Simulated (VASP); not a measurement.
# Ta2AlN2 (P6/mmm) in VASP: a series of runs, part 2 of 3

VASP 6.6.1. Earlier steps stand in the parts before.

### Step 3. Single point, PBE

This run uses another cell than the first one, of 15.50 Å³/atom.

INCAR

```
SYSTEM = Ta2AlN2
PREC = Accurate ; ENCUT = 520
EDIFF = 1E-7 ; ISMEAR = 0
SIGMA = 0.1 ; LREAL = .False.
LASPH = .True. ; NELM = 80
ALGO = Normal ; ISIF = 2
LWAVE = .False. ; LCHARG = .True.
GGA = PE ; LELF = .True.
LVHAR = .True. ; NBANDS = 26
```

KPOINTS

```
regular mesh
0
Gamma
  12 12 10
  0 0 0
```

POSCAR

```
Ta2AlN2
1.0
    4.7354638904      0.0000000000      0.0000000000
   -2.3677319452      4.1010320278      0.0000000000
    0.0000000000      0.0000000000      3.9917149593
Ta Al N
2 1 2
Direct
    0.3333333333      0.6666666667      0.5000000000
    0.6666666667      0.3333333333      0.5000000000
    0.0000000000      0.0000000000      0.0000000000
    0.3333333333      0.6666666667      0.0000000000
    0.6666666667      0.3333333333      0.0000000000
```

Potentials or basis: VASP PAW PBE potentials, release 64 (Ta_pv, Al, N).

On the command line:

```sh
cat potpaw_PBE.64/Ta_pv/POTCAR potpaw_PBE.64/Al/POTCAR potpaw_PBE.64/N/POTCAR > POTCAR
mpirun -np 1 vasp_std > vasp.out
```

OUTCAR:

```text
SYSTEM = Ta2AlN2
   PREC = Accurate
   ENCUT = 520
   EDIFF = 1E-7
   ISMEAR = 0
   LREAL = .False.
   LASPH = .True.
   NELM = 80
   ISIF = 2
   GGA = PE

 ion  position               nearest neighbor table
   1  0.333  0.667  0.500-   4 2.00   4 2.00   2 2.73   2 2.73   2 2.73   3 3.39   3 3.39   3 3.39
                             3 3.39   3 3.39   3 3.39
   2  0.667  0.333  0.500-   5 2.00   5 2.00   1 2.73   1 2.73   1 2.73   3 3.39   3 3.39   3 3.39
                             3 3.39   3 3.39   3 3.39
   3  0.000  0.000  0.000-   1 3.39   2 3.39   1 3.39   2 3.39   2 3.39   2 3.39   1 3.39   1 3.39
                             2 3.39   2 3.39   1 3.39   1 3.39
   4  0.333  0.667  0.000-   1 2.00   1 2.00
   5  0.667  0.333  0.000-   2 2.00   2 2.00

  LATTYP: Found a hexagonal cell.
 ALAT       =     4.7354638904
 C/A-ratio  =     0.8429406393

  Lattice vectors:

 A1 = (   4.7354638904,   0.0000000000,   0.0000000000)
 A2 = (  -2.3677319452,   4.1010320278,   0.0000000000)
 A3 = (   0.0000000000,   0.0000000000,   3.9917149593)

Analysis of symmetry for initial positions (statically):
=====================================================================
 Subroutine PRICEL returns:
 Original cell was already a primitive cell.

 Routine SETGRP: Setting up the symmetry group for a
 hexagonal supercell.

 Subroutine GETGRP returns: Found 24 space group operations
 (whereof 24 operations were pure point group operations)
 out of a pool of 24 trial point group operations.

The static configuration has the point symmetry D_6h.

Analysis of symmetry for dynamics (positions and initial velocities):
=====================================================================
 Subroutine PRICEL returns:
 Original cell was already a primitive cell.

 Routine SETGRP: Setting up the symmetry group for a
 hexagonal supercell.

 Subroutine GETGRP returns: Found 24 space group operations
 (whereof 24 operations were pure point group operations)
 out of a pool of 24 trial point group operations.

The dynamic configuration has the point symmetry D_6h.

 Subroutine INISYM returns: Found 24 space group operations
 (whereof 24 operations are pure point group operations),
 and found     1 'primitive' translations

----------------------------------------------------------------------------------------

                                     Primitive cell

  volume of cell :      77.5203

  direct lattice vectors                    reciprocal lattice vectors
     4.735463890  0.000000000  0.000000000     0.211172553  0.121920530  0.000000000
    -2.367731945  4.101032028  0.000000000     0.000000000  0.243841061  0.000000000
     0.000000000  0.000000000  3.991714959     0.000000000  0.000000000  0.250518890

  length of vectors
     4.735463890  4.735463890  3.991714959     0.243841061  0.243841061  0.250518890

  position of ions in fractional coordinates (direct lattice)
     0.333333333  0.666666667  0.500000000
     0.666666667  0.333333333  0.500000000
     0.000000000  0.000000000  0.000000000
     0.333333333  0.666666667  0.000000000
     0.666666667  0.333333333  0.000000000

  ion indices of the primitive-cell ions
   primitive index   ion index
                 1           1
                 2           2
                 3           3
                 4           4
                 5           5

[... 32 lines left out ...]
  0.333333 -0.000000  0.000000      6.000000
  0.416667  0.000000  0.000000      6.000000
[... 16 lines left out ...]
  0.250000 -0.000000  0.100000     12.000000
  0.333333 -0.000000  0.100000     12.000000
 [... further k-points ...]
   k-points           NKPTS =    114   k-points in BZ     NKDIM =    114   number of bands    NBANDS=     26
   number of dos      NEDOS =    301   number of ions     NIONS =      5
   total plane-waves  NPLWV =  38880
   dimension x,y,z NGX =    36 NGY =   36 NGZ =   30
   dimension x,y,z NGXF=    72 NGYF=   72 NGZF=   60
   ions per type =               2   1   2
   NGX,Y,Z   is equivalent  to a cutoff of  12.64, 12.64, 12.49 a.u.
   NGXF,Y,Z  is equivalent  to a cutoff of  25.28, 25.28, 24.99 a.u.
 SYSTEM =  Ta2AlN2
   PREC   = accura    normal or accurate (medium, high low for compatibility)
   ISTART =      0    job   : 0-new  1-cont  2-samecut
   ICHARG =      2    charge: 1-file 2-atom 10-const
   ISPIN  =      1    spin polarized calculation?
   LNONCOLLINEAR =      F non collinear calculations
   LSORBIT =      F    spin-orbit coupling
   LASPH  =      T    aspherical Exc in radial PAW
   ENCUT  =  520.0 eV  38.22 Ry    6.18 a.u.   8.80  8.80  7.42*2*pi/ulx,y,z
   NELM   =     80;   NELMIN=  2; NELMDL= -5     # of ELM steps
   EDIFF  = 0.1E-06   stopping-criterion for ELM
   LREAL  =      F    real-space projection
   EDIFFG = 0.1E-05   stopping-criterion for IOM
   NSW    =      0    number of steps for IOM
   IBRION =     -1    ionic relax: 0-MD 1-quasi-New 2-CG
   NFREE  =      0    steps in history (QN), initial steepest desc. (CG)
   ISIF   =      2    stress and relaxation
   ISYM   =      2    0-nonsym 1-usesym 2-fastsym
   POTIM  = 0.5000    time-step for ionic-motion
   TEBEG  =    0.0;   TEEND  =   0.0 temperature during run
   PSTRESS=    0.0 pullay stress
   NELECT =      35.0000    total number of electrons
   NUPDOWN=      -1.0000    fix difference up-down
   EMIN   =  10.00;   EMAX   =-10.00  energy-range for DOS
   EFERMI =   0.00;   METHOD = LEGACY
   ISMEAR =     0;   SIGMA  =   0.10  broadening in eV -4-tet -1-fermi 0-gaus
   EFERMI_NEDOS =   21; number of points for ismear=-14 and -15
   IALGO  =     38    algorithm
   IMIX   =      4    mixing-type and parameters
     AMIX     =   0.40;   BMIX     =  1.00
     AMIX_MAG =   1.60;   BMIX_MAG =  1.00
  volume/ion in A,a.u.               =      15.50       104.63
  Fermi-wavevector in a.u.,A,eV,Ry     =   1.255912  2.373329 21.460663  1.577314
  Thomas-Fermi vector in A             =   2.389645
   LORBIT       =      0    0 simple, 1 ext, 2 COOP (PROOUT), +10 PAW based schemes
   GGA     = PE    functional components
   LHFCALC =     F    Hartree Fock is set to
   AEXX    =    0.0000 exact exchange contribution
   IVDW    =     0    specifies the selected vdW correction
   LEPSILON=     F    determine dielectric tensor
   LRPA    =     F    only Hartree local field effects (RPA)
 non-spin polarized calculation
 Gauss-broadening in eV      SIGMA  =   0.10
  energy-cutoff  :      520.00
  volume of cell :       77.52
 maximum number of plane-waves:      2107
 NGX is ok and might be reduce to    36
   NGX = 17   NGY = 17   NGZ = 15

 number of electron      34.9999994 magnetization

 Free energy of the ion-electron system (eV)
  ---------------------------------------------------
  ext. energy  EPLUGINS =         0.00000000
  ---------------------------------------------------
  free energy    TOTEN  =       -41.08463963 eV

  energy without entropy =      -41.06518832  energy(sigma->0) =      -41.07491398

 E-fermi :   4.8538     XC(G=0): -11.1029

 val. band max:        4.8458329085   @ k =   0.3333   0.3333   0.1000
 cond. band min:       4.8621854462   @ k =   0.3333  -0.0000   0.1000
 fundamental gap:      0.0163525377
 Fermi energy:         4.8537912146

 k-point     1 :       0.0000    0.0000    0.0000
  band No.  band energies     occupation
      1     -29.4684      2.00000
      2     -29.4684      2.00000
      3     -29.2020      2.00000
      4     -28.9994      2.00000
      5     -28.6892      2.00000
      6     -28.6892      2.00000
[... 685 lines left out ...]
     25       9.6878      0.00000
     26      10.3733      0.00000

 [... further k-points ...]

------------------------ aborting loop because EDIFF is reached ----------------------------------------

  FORCE on cell =-STRESS in cart. coord.  units (eV):
  Direction    XX          YY          ZZ          XY          YZ          ZX
  --------------------------------------------------------------------------------------
  -------------------------------------------------------------------------------------
  Total       -0.0064954     -0.0064954      0.4393726      0.0000000     -0.0000000      0.0000000
  in kB       -0.1342456     -0.1342456      9.0808879      0.0000000     -0.0000000      0.0000000
  external PRESSURE =       2.9374656 kB  Pullay stress =       0.0000000 kB

 VOLUME and BASIS-vectors are now :
 -----------------------------------------------------------------------------
  energy-cutoff  :      520.00
  volume of cell :       77.52
      direct lattice vectors                 reciprocal lattice vectors
     4.735463890  0.000000000  0.000000000     0.211172553  0.121920530  0.000000000
    -2.367731945  4.101032028  0.000000000     0.000000000  0.243841061  0.000000000
     0.000000000  0.000000000  3.991714959     0.000000000  0.000000000  0.250518890

 POSITION                                       TOTAL-FORCE (eV/Angst)
 -----------------------------------------------------------------------------------
     -0.00000      2.73402      1.99586        -0.000000      0.000000      0.000000
      2.36773      1.36701      1.99586         0.000000      0.000000     -0.000000
      0.00000      0.00000      0.00000         0.000000      0.000000     -0.000000
     -0.00000      2.73402      0.00000        -0.000000      0.000000     -0.000000
      2.36773      1.36701      0.00000         0.000000      0.000000     -0.000000
 -----------------------------------------------------------------------------------
    total drift:                                0.000000      0.000000     -0.000000

  FREE ENERGIE OF THE ION-ELECTRON SYSTEM (eV)
  ---------------------------------------------------
  free  energy   TOTEN  =       -41.0846396329 eV

  energy  without entropy=      -41.0651883174  energy(sigma->0) =      -41.07491398
```

OSZICAR:

```text
N       E                     dE             d eps       ncg     rms          rms(c)
DAV:   1     0.268048167247E+03    0.26805E+03   -0.17844E+04  5984   0.126E+03
DAV:   2    -0.319987235547E+02   -0.30005E+03   -0.28836E+03  7124   0.356E+02
DAV:   3    -0.476068980901E+02   -0.15608E+02   -0.15270E+02  7654   0.769E+01
DAV:   4    -0.478656618000E+02   -0.25876E+00   -0.25800E+00  6946   0.103E+01
DAV:   5    -0.478698933081E+02   -0.42315E-02   -0.42285E-02  7500   0.130E+00    0.284E+01
DAV:   6    -0.440199492185E+02    0.38499E+01   -0.44284E+01  7896   0.354E+01    0.162E+01
DAV:   7    -0.413649600359E+02    0.26550E+01   -0.12881E+01  7474   0.164E+01    0.107E+01
DAV:   8    -0.411450092706E+02    0.21995E+00   -0.15636E+00  7152   0.763E+00    0.185E+00
DAV:   9    -0.410839866381E+02    0.61023E-01   -0.14757E-01  6830   0.239E+00    0.403E-01
DAV:  10    -0.410847252249E+02   -0.73859E-03   -0.17334E-02  7050   0.641E-01    0.231E-01
DAV:  11    -0.410850652819E+02   -0.34006E-03   -0.27303E-03  7036   0.282E-01    0.139E-01
DAV:  12    -0.410846419519E+02    0.42333E-03   -0.10993E-03  6888   0.168E-01    0.240E-02
DAV:  13    -0.410846403376E+02    0.16144E-05   -0.93767E-05  6746   0.586E-02    0.152E-02
DAV:  14    -0.410846399540E+02    0.38356E-06   -0.37308E-06  7600   0.117E-02    0.458E-03
DAV:  15    -0.410846396809E+02    0.27313E-06   -0.14214E-06  7402   0.613E-03    0.159E-03
DAV:  16    -0.410846396329E+02    0.47974E-07   -0.22185E-07  5366   0.259E-03
   1 F= -.41084640E+02 E0= -.41074914E+02  d E =-.194513E-01
```

Wall time 1.9 min (1 thread of AMD EPYC 9R45 (Zen 5), shared host); peak memory 0.31 GiB.

Results:

- Free energy: -41.0846 eV
- Pressure: 0.3 GPa
- Band gap on the k mesh: zero (an odd number of electrons rules out a gap without spin polarisation)

Caveat: spin-orbit coupling is left out, which moves the levels of the heavy elements.

### Step 4. Single point, PBE, collinear spin

This run uses another cell than the first one, of 15.43 Å³/atom.

INCAR

```
ALGO = Normal ; EDIFF = 1E-6
ENCUT = 520 ; GGA = PE
ISIF = 2 ; ISMEAR = 0
ISPIN = 2 ; LASPH = True
LCHARG = True ; LELF = True
LMAXMIX = 4 ; LORBIT = 11
LREAL = False ; LVHAR = True
LWAVE = False ; MAGMOM = 1 1 0 0 0
NBANDS = 30 ; NELM = 150
PREC = Accurate ; SIGMA = 0.1
```

KPOINTS

```
k-points
0
Gamma
  6 6 4
```

POSCAR, as its differences from that of step 3:

```diff
@@ -2,5 +2,5 @@
 1.0
-    4.7354638904      0.0000000000      0.0000000000
-   -2.3677319452      4.1010320278      0.0000000000
-    0.0000000000      0.0000000000      3.9917149593
+    4.7236345654      0.0000000000      0.0000000000
+   -2.3618172827      4.0907875318      0.0000000000
+    0.0000000000      0.0000000000      3.9920088403
 Ta Al N
```

On the command line:

```sh
cat potpaw_PBE.64/Ta_pv/POTCAR potpaw_PBE.64/Al/POTCAR potpaw_PBE.64/N/POTCAR > POTCAR
mpirun -np 1 vasp_std > vasp.out
```

It took 50 s on 1 thread of AMD EPYC 9R45 (Zen 5), shared host; peak memory 0.23 GiB.

It converged, with:

- Free energy: -41.1048 eV
- Pressure: 0.4 GPa
- Net moment: 0.00 μB per cell
- Valence electrons inside the program's atomic spheres: Ta 9.05; Al 0.58; N 3.65

Stress tensor (GPa, compression positive):
```
0.07 0.00 0.00
0.00 0.07 0.00
0.00 0.00 1.04
```

Levels at points of the mesh, in eV from the Fermi level:
Spin up:
```tsv
k point	band 15	band 16	band 17	band 18	band 19	band 20
(0.00, 0.00, 0.00)	-0.53	0.08	0.08	0.57	1.07	1.07
(0.50, 0.00, 0.00)	-0.95	-0.50	-0.42	-0.34	0.08	0.13
(0.00, 0.00, 0.50)	-2.95	-2.30	-0.11	-0.11	0.85	0.85
(0.50, 0.00, 0.50)	-2.07	-1.56	-0.98	-0.71	0.26	3.47
```
Spin down:
```
           k point  band 13  band 14  band 15  band 16  band 17  band 18  band 19  band 20  band 21  band 22
(0.00, 0.00, 0.00)    -2.63    -2.01    -0.53     0.08     0.08     0.57     1.07     1.07     1.24     1.24
(0.50, 0.00, 0.00)    -1.56    -1.52    -0.95    -0.50    -0.42    -0.34     0.08     0.13     2.42     3.67
(0.00, 0.00, 0.50)    -4.27    -2.95    -2.95    -2.30    -0.11    -0.11     0.85     0.85     4.02     4.34
(0.50, 0.00, 0.50)    -2.74    -2.65    -2.07    -1.56    -0.98    -0.71     0.26     3.47     3.85     4.10
```

Caveat: the k points lie up to 0.39 Å⁻¹ apart; spin-orbit coupling is left out, which moves the levels of the heavy elements.

(Part 2 of 3 ends here.)
